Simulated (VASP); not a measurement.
Write the native input for VASP 6.6.1 that does the following.

- Task: single point
- Functional: B3LYP5
- Potentials or basis: VASP PAW PBE potentials, release 64 (Sn_d, O)
- Cutoff: 520 eV
- k mesh: 4 × 4 × 3
- Occupations: fermi-dirac, width 0.05 eV
- Spin: no spin polarisation
- Dipole correction: no
- Grid for exact exchange (PRECFOCK): Normal
- Further INCAR settings: ALGO = Normal; EDIFF = 1e-06; NBANDS = 28
- Share of exact exchange: 0.2

The system is SnO.

```
Sn O
1.0
     3.81370    0.00000    0.00000
     0.00000    3.81370    0.00000
     0.00000    0.00000    4.88691
Sn O
2 2
Direct
  0.50000 0.00000 0.76463
  0.00000 0.50000 0.23537
  0.00000 0.00000 0.00000
  0.50000 0.50000 0.00000
```

These files were run (other wordings do the same):

POSCAR

```
SnO
1.0
    3.8136952200      0.0000000000      0.0000000000
    0.0000000000      3.8136952200      0.0000000000
    0.0000000000      0.0000000000      4.8869133000
Sn O
2 2
Direct
    0.5000000000      0.0000000000      0.7646261400
    0.0000000000      0.5000000000      0.2353738600
    0.0000000000      0.0000000000      0.0000000000
    0.5000000000      0.5000000000      0.0000000000
```

INCAR.step1

```
PREC = Accurate
ENCUT = 520
EDIFF = 1E-5
ISMEAR = -1
SIGMA = 0.05
LREAL = False
LASPH = True
NELM = 80
ALGO = Normal
ISIF = 2
LWAVE = True
LCHARG = False
NBANDS = 28
GGA = PE
```

INCAR.step2

```
PREC = Accurate
ENCUT = 520
EDIFF = 1E-6
ISMEAR = -1
SIGMA = 0.05
LREAL = False
LASPH = True
NELM = 80
ALGO = Normal
ISIF = 2
LWAVE = False
LCHARG = False
GGA = B5
LHFCALC = True
AEXX = 0.2
AGGAX = 0.72
AGGAC = 0.81
ALDAC = 0.19
PRECFOCK = Normal
NBANDS = 28
ISTART = 1
```

KPOINTS

```
Automatic mesh
0
Gamma
  4 4 3
```

Potentials or basis: VASP PAW PBE potentials, release 64 (Sn_d, O).

Command:

```console
$ cat potpaw_PBE.64/Sn_d/POTCAR potpaw_PBE.64/O/POTCAR > POTCAR
$ cp INCAR.step1 INCAR
$ mpirun -np 1 vasp_std > vasp.out
$ cp INCAR.step2 INCAR
$ mpirun -np 1 vasp_std > vasp.out
```

Results of the run:

| Property | Result |
| --- | --- |
| Pressure | 4.2 GPa |
| Largest force | 0.101 eV/Å |
| Band gap on the k mesh | 1.23 eV (least direct gap 3.31 eV) |

Caveat: the k points lie up to 0.43 Å⁻¹ apart; the PAW data sets were made with another functional, which shifts forces and pressure a little; spin-orbit coupling is left out, which moves the levels of the heavy elements; an odd mesh through Γ misses points on the zone boundary, where band edges can lie.

It took 52 min on 1 thread of AMD EPYC 7R13, on a shared host, peak memory 0.18 GiB.
